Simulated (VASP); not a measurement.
# LiH (R3m) in VASP: single point with HSE06

Aim: the single point of LiH with HSE06.

All numbers are computed with VASP 6.6.1; they aren't measurements. Logs are shortened: lines on timing, memory, paths and dates and some standing lists are left out, and cuts for length are marked.

## 1. The cell of the first run

It takes space group R3m (No. 160, trigonal). The conventional cell has a = 3.206 Å, b = 3.206 Å, c = 7.333 Å, α = 90.00°, β = 90.00°, γ = 120.00°. Li (site symmetry 3m) has 4 H at 1.88 to 1.93 Å within 2.5 Å. H (site symmetry 3m) has 4 Li at 1.88 to 1.93 Å within 2.5 Å.

## 2. Single point, HSE06 (epitaxial 111 strain +5.7%)

File POSCAR:

```
LiH
1.0
   -0.0998838136      2.1668666142      2.1668666142
    2.1668666142     -0.0998838136      2.1668666142
    2.1668666142      2.1668666142     -0.0998838136
Li H
1 1
Direct
   -0.0033600337     -0.0033600337     -0.0033600337
    0.2533600337      0.2533600337      0.2533600337
```

File INCAR.step1:

```
SYSTEM = LiH
ALGO = Normal
EDIFF = 1E-5
ENCUT = 520
GGA = PE
ISIF = 2
ISMEAR = 0
LASPH = .True.
LREAL = .False.
LWAVE = .True.
NBANDS = 9
NELM = 60
PREC = Accurate
SIGMA = 0.01
```

File INCAR.step2:

```
SYSTEM = LiH
ALGO = Normal
EDIFF = 1E-6
ENCUT = 520
GGA = PE
HFSCREEN = 0.2079
ISIF = 2
ISMEAR = 0
ISTART = 1
LASPH = .True.
LCHARG = .True.
LELF = .True.
LHFCALC = .True.
LREAL = .False.
LVHAR = .True.
LWAVE = .False.
NBANDS = 9
NELM = 60
PREC = Accurate
PRECFOCK = Normal
SIGMA = 0.01
```

File KPOINTS:

```
k-points
0
Gamma
  8 8 8
  0 0 0
```

Potentials or basis: VASP PAW PBE potentials, release 64 (Li_sv, H).

The run is started by

```console
$ cat potpaw_PBE.64/Li_sv/POTCAR potpaw_PBE.64/H/POTCAR > POTCAR
$ cp INCAR.step1 INCAR
$ mpirun -np 1 vasp_std > vasp.out
$ cp INCAR.step2 INCAR
$ mpirun -np 1 vasp_std > vasp.out
```

OUTCAR:

```text
SYSTEM = LiH
   EDIFF = 1E-6
   ENCUT = 520
   GGA = PE
   HFSCREEN = 0.2079
   ISIF = 2
   ISMEAR = 0
   ISTART = 1
   LASPH = .True.
   LHFCALC = .True.
   LREAL = .False.
   NELM = 60
   PREC = Accurate
   PRECFOCK = Normal

 ion  position               nearest neighbor table
   1  0.997  0.997  0.997-
   2  0.253  0.253  0.253-

  LATTYP: Found a trigonal (rhomboedric) cell.
 ALAT       =     3.0660395666
 COS(alpha) =     0.4534223077

  Lattice vectors:

 A1 = (  -0.0998838136,   2.1668666142,   2.1668666142)
 A2 = (   2.1668666142,  -0.0998838136,   2.1668666142)
 A3 = (   2.1668666142,   2.1668666142,  -0.0998838136)

Analysis of symmetry for initial positions (statically):
=====================================================================
 Subroutine PRICEL returns:
 Original cell was already a primitive cell.

 Routine SETGRP: Setting up the symmetry group for a
 trigonal (rhombohedral) supercell.

 Subroutine GETGRP returns: Found  6 space group operations
 (whereof  6 operations were pure point group operations)
 out of a pool of 12 trial point group operations.

The static configuration has the point symmetry C_3v.

Analysis of symmetry for dynamics (positions and initial velocities):
=====================================================================
 Subroutine PRICEL returns:
 Original cell was already a primitive cell.

 Routine SETGRP: Setting up the symmetry group for a
 trigonal (rhombohedral) supercell.

 Subroutine GETGRP returns: Found  6 space group operations
 (whereof  6 operations were pure point group operations)
 out of a pool of 12 trial point group operations.

The dynamic configuration has the point symmetry C_3v.

 Subroutine INISYM returns: Found  6 space group operations
 (whereof  6 operations are pure point group operations),
 and found     1 'primitive' translations

----------------------------------------------------------------------------------------

                                     Primitive cell

  volume of cell :      21.7542

  direct lattice vectors                    reciprocal lattice vectors
    -0.099883814  2.166866614  2.166866614    -0.215376219  0.225783949  0.225783949
     2.166866614 -0.099883814  2.166866614     0.225783949 -0.215376219  0.225783949
     2.166866614  2.166866614 -0.099883814     0.225783949  0.225783949 -0.215376219

  length of vectors
     3.066039567  3.066039567  3.066039567     0.385154124  0.385154124  0.385154124

  position of ions in fractional coordinates (direct lattice)
     0.996639966  0.996639966  0.996639966
     0.253360034  0.253360034  0.253360034

  ion indices of the primitive-cell ions
   primitive index   ion index
                 1           1
                 2           2

----------------------------------------------------------------------------------------

 KPOINTS: k-points

Automatic generation of k-mesh.
 Grid dimensions read from file:
 generate k-points for:    8    8    8

 Generating k-lattice:

  Cartesian coordinates                     Fractional coordinates (reciprocal lattice)
    -0.026922027  0.028222994  0.028222994     0.125000000 -0.000000000 -0.000000000
     0.028222994 -0.026922027  0.028222994    -0.000000000  0.125000000 -0.000000000
     0.028222994  0.028222994 -0.026922027    -0.000000000 -0.000000000  0.125000000

  Length of vectors
     0.048144265  0.048144265  0.048144265

  Shift w.r.t. Gamma in fractional coordinates (k-lattice)
     0.000000000  0.000000000  0.000000000

 Subroutine IBZKPT returns following result:
 ===========================================

 Found     65 irreducible k-points:

 Following reciprocal coordinates:
            Coordinates               Weight
  0.000000  0.000000  0.000000      1.000000
  0.125000 -0.000000 -0.000000      6.000000
  0.250000 -0.000000 -0.000000      6.000000
  0.375000  0.000000  0.000000      6.000000
  0.500000 -0.000000 -0.000000      3.000000
  0.125000  0.125000 -0.000000      6.000000
[... 16 lines left out ...]
  0.250000  0.125000  0.125000      6.000000
  0.375000  0.125000  0.125000      6.000000
 [... further k-points ...]
   k-points           NKPTS =     65   k-points in BZ     NKDIM =    512   number of bands    NBANDS=      9
   number of dos      NEDOS =    301   number of ions     NIONS =      2
   total plane-waves  NPLWV =  13824
   dimension x,y,z NGX =    24 NGY =   24 NGZ =   24
   dimension x,y,z NGXF=    48 NGYF=   48 NGZF=   48
   ions per type =               1   1
   NGX,Y,Z   is equivalent  to a cutoff of  13.01, 13.01, 13.01 a.u.
   NGXF,Y,Z  is equivalent  to a cutoff of  26.03, 26.03, 26.03 a.u.
 SYSTEM =  LiH
   PREC   = accura    normal or accurate (medium, high low for compatibility)
   ISTART =      1    job   : 0-new  1-cont  2-samecut
   ICHARG =      0    charge: 1-file 2-atom 10-const
   ISPIN  =      1    spin polarized calculation?
   LNONCOLLINEAR =      F non collinear calculations
   LSORBIT =      F    spin-orbit coupling
   LASPH  =      T    aspherical Exc in radial PAW
   ENCUT  =  520.0 eV  38.22 Ry    6.18 a.u.   5.70  5.70  5.70*2*pi/ulx,y,z
   NELM   =     60;   NELMIN=  2; NELMDL=  0     # of ELM steps
   EDIFF  = 0.1E-05   stopping-criterion for ELM
   LREAL  =      F    real-space projection
   EDIFFG = 0.1E-04   stopping-criterion for IOM
   NSW    =      0    number of steps for IOM
   IBRION =     -1    ionic relax: 0-MD 1-quasi-New 2-CG
   NFREE  =      0    steps in history (QN), initial steepest desc. (CG)
   ISIF   =      2    stress and relaxation
   ISYM   =      3    0-nonsym 1-usesym 2-fastsym
   POTIM  = 0.5000    time-step for ionic-motion
   TEBEG  =    0.0;   TEEND  =   0.0 temperature during run
   PSTRESS=    0.0 pullay stress
   NELECT =       4.0000    total number of electrons
   NUPDOWN=      -1.0000    fix difference up-down
   EMIN   =  10.00;   EMAX   =-10.00  energy-range for DOS
   EFERMI =   0.00;   METHOD = LEGACY
   ISMEAR =     0;   SIGMA  =   0.01  broadening in eV -4-tet -1-fermi 0-gaus
   EFERMI_NEDOS =   21; number of points for ismear=-14 and -15
   IALGO  =     38    algorithm
   IMIX   =      1    mixing-type and parameters
     AMIX     =   0.40;   BMIX     =  1.00
     AMIX_MAG =   1.60;   BMIX_MAG =  1.00
  volume/ion in A,a.u.               =      10.88        73.40
  Fermi-wavevector in a.u.,A,eV,Ry     =   0.930923  1.759190 11.791056  0.866618
  Thomas-Fermi vector in A             =   2.057363
   LORBIT       =      0    0 simple, 1 ext, 2 COOP (PROOUT), +10 PAW based schemes
   GGA     = PE    functional components
   LHFCALC =     T    Hartree Fock is set to
   PRECFOCK=normal    Normal, Fast or Accurate (Low or Medium for compatibility)
   ENCUT4O =  -1.0   cutoff for four orbital integrals eV
   NKREDX  =     1    reduce k-point grid by
   NKREDY  =     1    reduce k-point grid by
   NKREDZ  =     1    reduce k-point grid by
   AEXX    =    0.2500 exact exchange contribution
   HFSCREEN=    0.2079 screening length (either q_TF or 0.3 A-1)
   HFSCREENC=   0.2079 screening length for correlation (either q_TF or 0.3 A-1)
   ENCUTFOCK=  -1.0 apply spherical cutoff to Coloumb kernel
   IVDW    =     0    specifies the selected vdW correction
   LEPSILON=     F    determine dielectric tensor
   LRPA    =     F    only Hartree local field effects (RPA)
 non-spin polarized calculation
 Gauss-broadening in eV      SIGMA  =   0.01
  energy-cutoff  :      520.00
  volume of cell :       21.75
 maximum number of plane-waves:       598
  NGX = 18; NGY = 18; NGZ = 18

 number of electron       4.0000001 magnetization

 Free energy of the ion-electron system (eV)
  ---------------------------------------------------
  ext. energy  EPLUGINS =         0.00000000
  ---------------------------------------------------
  free energy    TOTEN  =        -6.65391865 eV

  energy without entropy =       -6.65391865  energy(sigma->0) =       -6.65391865

 E-fermi :  -2.5354     XC(G=0):  -6.2512

 val. band max:       -2.6648475070   @ k =  -0.2500   0.5000   0.2500
 cond. band min:       2.3295473492   @ k =   0.5000  -0.0000  -0.0000
 fundamental gap:      4.9943948561
 Fermi energy:        -2.5354122180

 k-point     1 :       0.0000    0.0000    0.0000
  band No.  band energies     occupation
      1     -49.1781      2.00000
      2      -6.5640      2.00000
      3      10.9103      0.00000
      4      14.7155      0.00000
      5      14.7155      0.00000
      6      16.3205      0.00000
      7      17.0467      0.00000
      8      17.0467      0.00000
      9      18.8101      0.00000

 k-point     2 :       0.1250   -0.0000   -0.0000
  band No.  band energies     occupation
      1     -49.1756      2.00000
      2      -6.3035      2.00000
      3       9.4116      0.00000
      4      13.5062      0.00000
      5      14.0961      0.00000
      6      15.5061      0.00000
      7      18.0835      0.00000
      8      19.3789      0.00000
      9      20.5859      0.00000

 k-point     3 :       0.2500   -0.0000   -0.0000
  band No.  band energies     occupation
      1     -49.1697      2.00000
      2      -5.5549      2.00000
      3       6.2713      0.00000
      4      13.4059      0.00000
      5      13.4089      0.00000
      6      14.6651      0.00000
      7      18.4705      0.00000
      8      19.2054      0.00000
      9      20.3723      0.00000

 k-point     4 :       0.3750    0.0000    0.0000
  band No.  band energies     occupation
      1     -49.1637      2.00000
      2      -4.5046      2.00000
      3       3.5381      0.00000
      4      13.1085      0.00000
      5      13.4536      0.00000
      6      14.2911      0.00000
      7      17.1870      0.00000
      8      18.0304      0.00000
      9      20.1280      0.00000
[... 205 lines left out ...]
 k-point    22 :       0.1250    0.1250    0.1250
  band No.  band energies     occupation
      1     -49.1748      2.00000
      2      -6.2645      2.00000
      3      10.0381      0.00000
      4      13.8374      0.00000
      5      13.8374      0.00000
      6      14.1390      0.00000
      7      18.3469      0.00000
      8      18.3469      0.00000
      9      21.3297      0.00000

 k-point    23 :       0.2500    0.1250    0.1250
  band No.  band energies     occupation
      1     -49.1709      2.00000
      2      -5.8153      2.00000
      3       8.1732      0.00000
      4      12.0560      0.00000
      5      13.8938      0.00000
      6      14.6828      0.00000
      7      17.9571      0.00000
      8      18.9566      0.00000
      9      19.8711      0.00000

 k-point    24 :       0.3750    0.1250    0.1250
  band No.  band energies     occupation
      1     -49.1650      2.00000
      2      -4.9288      2.00000
      3       5.2656      0.00000
      4      11.3574      0.00000
      5      13.7692      0.00000
      6      14.0783      0.00000
      7      17.7285      0.00000
      8      18.1201      0.00000
      9      20.7169      0.00000

 [... further k-points ...]

------------------------ aborting loop because EDIFF is reached ----------------------------------------

  FORCE on cell =-STRESS in cart. coord.  units (eV):
  Direction    XX          YY          ZZ          XY          YZ          ZX
  --------------------------------------------------------------------------------------
  -------------------------------------------------------------------------------------
  Total       -0.3616995     -0.3616995     -0.3616995      0.1482114      0.1482114      0.1482114
  in kB      -26.6388586    -26.6388586    -26.6388586     10.9156408     10.9156408     10.9156408
  external PRESSURE =     -26.6388586 kB  Pullay stress =       0.0000000 kB

 VOLUME and BASIS-vectors are now :
 -----------------------------------------------------------------------------
  energy-cutoff  :      520.00
  volume of cell :       21.75
      direct lattice vectors                 reciprocal lattice vectors
    -0.099883814  2.166866614  2.166866614    -0.215376219  0.225783949  0.225783949
     2.166866614 -0.099883814  2.166866614     0.225783949 -0.215376219  0.225783949
     2.166866614  2.166866614 -0.099883814     0.225783949  0.225783949 -0.215376219

 POSITION                                       TOTAL-FORCE (eV/Angst)
 -----------------------------------------------------------------------------------
      4.21962      4.21962      4.21962        -0.000131     -0.000131     -0.000131
      1.07269      1.07269      1.07269         0.000131      0.000131      0.000131
 -----------------------------------------------------------------------------------
    total drift:                                0.000143      0.000143      0.000144

  FREE ENERGIE OF THE ION-ELECTRON SYSTEM (eV)
  ---------------------------------------------------
  free  energy   TOTEN  =        -6.6539186536 eV

  energy  without entropy=       -6.6539186536  energy(sigma->0) =       -6.65391865
```

Run time: 21 min. Hardware: 1 thread of AMD EPYC 7R13 (Zen 3), shared host; peak memory 0.23 GiB.

Results:

| Property | Result |
| --- | --- |
| Free energy | -6.6539 eV |
| Band gap on the k mesh | 4.99 eV (least direct gap 6.01 eV) |

Levels at points of the mesh, in eV from the valence-band top:
| k point | band 1 | band 2 | band 3 | band 4 | band 5 | band 6 | band 7 |
| --- | --- | --- | --- | --- | --- | --- | --- |
| (0.00, 0.00, 0.00) | -46.51 | -3.90 | 13.58 | 17.38 | 17.38 | 18.99 | 19.71 |
| (0.50, 0.00, 0.00) | -46.50 | -1.21 | 4.99 | 15.73 | 16.10 | 16.87 | 19.28 |
| (0.50, 0.50, 0.00) | -46.49 | -0.32 | 7.97 | 10.72 | 10.98 | 12.26 | 18.67 |
| (0.50, 0.50, 0.50) | -46.49 | -0.66 | 5.35 | 15.03 | 15.03 | 16.13 | 18.63 |

Caveat: the cell differs from its parent crystal (epitaxial 111 strain +5.7%); the cutoff is under 1.25 times the usual one of these potentials, so pressure, stress and relaxed cells hold a basis-set (Pulay) error; the PAW data sets were made with another functional, which shifts forces and pressure a little.
